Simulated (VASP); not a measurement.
Wanted: the native input for a VASP 6.6.1 run.

| Quantity | Value |
| --- | --- |
| Task | relaxation of cell and atoms |
| Functional | PBE |
| Potentials or basis | VASP PAW PBE potentials, release 64 (Si, Ge_d) |
| Cutoff | 500 eV |
| k mesh | 4 × 4 × 4 |
| Occupations | gaussian, width 0.2 eV |
| Spin | no spin polarisation |
| Dipole correction | no |
| Further INCAR settings | ALGO = Normal; EDIFF = 1e-07; IBRION = 2; EDIFFG = -0.08; NSW = 36; ISIF = 3 |

The structure of Si4Ge lies in POSCAR:

```
Si4Ge
1.0
   -2.6716114500      2.6716114500      2.6716114500
    2.6716114500     -2.6716114500      2.6716114500
    2.6716114500      2.6716114500     -2.6716114500
Si Ge
4 1
Direct
    0.5000000000      0.5000000000      0.5000000000
    0.5000000000      0.0000000000      0.0000000000
    0.0000000000      0.0000000000      0.5000000000
    0.0000000000      0.5000000000      0.0000000000
    0.0000000000      0.0000000000      0.0000000000
```

The cell was generated, and may not be a known phase.

One way to write it, as run:

INCAR

```
SYSTEM = Si4Ge
ALGO     = Normal         ! electronic algorithm
EDIFF    = 1E-7           ! SCF threshold, eV
EDIFFG   = -0.08          ! ionic threshold
ENCUT    = 500            ! plane-wave cutoff, eV
GGA      = PE             ! functional
GGA_COMPAT= .FALSE.      
IBRION   = 2              ! ionic algorithm
ISIF     = 3              ! what is computed and relaxed
ISMEAR   = 0              ! smearing method
LASPH    = .TRUE.         ! aspherical terms in the spheres
LCHARG   = .FALSE.        ! write CHGCAR
LREAL    = .FALSE.        ! projectors in reciprocal space
LWAVE    = .FALSE.        ! write WAVECAR
NELM     = 120            ! most SCF steps
NELMIN   = 4            
NSW      = 36             ! ionic steps
PREC     = Accurate       ! precision mode
SIGMA    = 0.2            ! smearing width, eV
```

KPOINTS

```
k-points
0
G
  4 4 4
  0 0 0
```

Potentials or basis: VASP PAW PBE potentials, release 64 (Si, Ge_d).

Launch:

```sh
$ cat potpaw_PBE.64/Si/POTCAR potpaw_PBE.64/Ge_d/POTCAR > POTCAR
$ mpirun -np 1 vasp_std > vasp.out
```

It gave:

| Item | Value |
| --- | --- |
| Relaxed volume | 18.87 Å³/atom |
| Relaxed cell | a = 4.967 Å, b = 4.967 Å, c = 4.967 Å, α = 109.47°, β = 109.47°, γ = 109.47° |
| Space group after relaxing (to 0.1 Å) | Im-3m (No. 229) |
| Energy gained by relaxing | 212.9 meV/atom |
| Ionic steps | 3 |
| Pressure after relaxing | 0.1 GPa |
| Band gap on the k mesh | zero (bands 15 and 16 overlap by 2.73 eV) |

Caveat: the k points lie up to 0.39 Å⁻¹ apart in the final cell, too coarse for converged energies and pressures of a metal; the volume moved by over 15 % at a fixed basis, so the end points are rough.

Run time: 54 s on 1 thread of Intel Xeon 8259CL (shared host), peak memory 0.17 GiB.
